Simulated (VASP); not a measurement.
A run of VASP 6.6.1 is set up as follows.

The input INCAR:

```
SYSTEM = SnSe
PREC = Accurate
ENCUT = 520
EDIFF = 1E-6
ISMEAR = 0
SIGMA = 0.05
LREAL = .False.
LASPH = .True.
NELM = 60
ALGO = Normal
ISIF = 2
LWAVE = .False.
LCHARG = .True.
LELF = .True.
LVHAR = .True.
NBANDS = 17
```

File KPOINTS:

```
regular mesh
0
Gamma
  8 8 8
  0 0 0
```

Contents of POSCAR:

```
SnSe
1.0
    0.0000000000      2.9319145312      2.9466477701
    2.9466477701      0.0000000000      2.9466477701
    2.9466477701      2.9319145312      0.0000000000
Sn Se
1 1
Direct
    0.0000000000      0.0000000000      0.0000000000
    0.5000000000      0.5000000000      0.5000000000
```

Potentials or basis: VASP PAW LDA potentials, release 64 (Sn_d, Se).

Command:

```console
$ cat potpaw_LDA.64/Sn_d/POTCAR potpaw_LDA.64/Se/POTCAR > POTCAR
$ mpirun -np 1 vasp_std > vasp.out
```

(1) Predict the band gap on the k mesh.

(2) What does it give for the pressure?

## Answers

(1) 0.75 eV, indirect (least direct gap 0.92 eV).

(2) 0.4 GPa.

Caveat: the cell differs from its parent crystal (strain -0.0050 x Voigt [0, 1, 0, 0, 0, 0]); spin-orbit coupling is left out, which moves the levels of the heavy elements.
